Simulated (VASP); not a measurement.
A run of VASP 6.6.1 is set up as follows.

File INCAR:

```
SYSTEM = TlCr2
PREC     = Accurate       ! precision mode
ENCUT    = 520            ! plane-wave cutoff, eV
EDIFF    = 1E-6           ! SCF threshold, eV
ISMEAR   = 0              ! smearing method
SIGMA    = 0.1            ! smearing width, eV
LREAL    = .FALSE.        ! projectors in reciprocal space
LASPH    = .TRUE.         ! aspherical terms in the spheres
NELM     = 100            ! most SCF steps
ALGO     = Fast           ! electronic algorithm
ISIF     = 2              ! what is computed and relaxed
LWAVE    = .FALSE.        ! write WAVECAR
LCHARG   = .FALSE.        ! write CHGCAR
GGA      = PE             ! functional
NBANDS   = 46             ! bands
```

The input KPOINTS:

```
Automatic mesh
0
G
  6 6 6
  0 0 0
```

File POSCAR:

```
TlCr2
1.0
    0.0003018423      3.5897093448      3.5894313605
    3.5907953199     -0.0001160589      3.5898396720
    3.5905272771      3.5898635907      0.0001383603
Cr Tl
4 2
Direct
    0.1250677415      0.1250020451      0.1250231995
    0.6247923585      0.1250487378      0.1250655662
    0.1250200424      0.1249828911      0.6249935130
    0.1249647259      0.6251427215      0.1249468078
    0.5000868070      0.4999133678      0.4999781973
    0.7500683247      0.7499102368      0.7499927162
```

Potentials or basis: VASP PAW PBE potentials, release 64 (Cr_pv, Tl_d).

The run is started by

```console
$ cat potpaw_PBE.64/Cr_pv/POTCAR potpaw_PBE.64/Tl_d/POTCAR > POTCAR
$ mpirun -np 1 vasp_std > vasp.out
```

(1) Estimate the band gap on the k mesh.

(2) Predict the pressure.

## Answers

(1) zero (bands 37 and 38 overlap by 1.07 eV).

(2) -0.2 GPa.

Caveat: spin-orbit coupling is left out, which moves the levels of the heavy elements; the run has no spin polarisation, though such a crystal can be magnetic.
